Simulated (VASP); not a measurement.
ZnCu: single point with LDA

ZnCu:

```xyz
2
Lattice="1.4880 -2.1213 0.0000 1.4880 2.1213 0.0000 0.0000 0.0000 4.1407" Properties=species:S:1:pos:R:3 pbc="T T T"
Zn    1.4880    0.0000    2.0704
Cu    0.0000    0.0000    0.0000
```

```yaml
Program: VASP 6.6.1
Task: single point
Functional: LDA
Potentials_or_basis: VASP PAW LDA potentials, release 64 (Zn, Cu)
Cutoff: 520 eV
k_mesh: 16 × 16 × 9
Occupations: fermi-dirac, width 0.05 eV
Spin: collinear spin
Starting_moments: "[0.0, 0.15] μB"
Fixed_moment: 0.15 μB
Dipole_correction: no
Further_INCAR_settings: ALGO = Normal; EDIFF = 1e-07; NBANDS = 22
```

```yaml
Pressure: -10.5 GPa
Net_moment: 0.15 μB per cell
Site_moments: Zn +0.04; Cu +0.06 μB
Valence_electrons_inside_the_program's_atomic_spheres: Zn 10.85; Cu 9.96
```

Stress tensor (GPa, compression positive):
```
 -9.65   0.00   0.00
  0.00 -10.91   0.00
  0.00   0.00 -11.08
```

It took 2.4 min on 1 thread of Intel(R) Xeon(R) 6975P-C (Granite Rapids), on a shared host, peak memory 0.39 GiB.

Caveat: the cell stands under tension; the total moment is fixed, so each spin has its own Fermi level and the state may be an excited one.
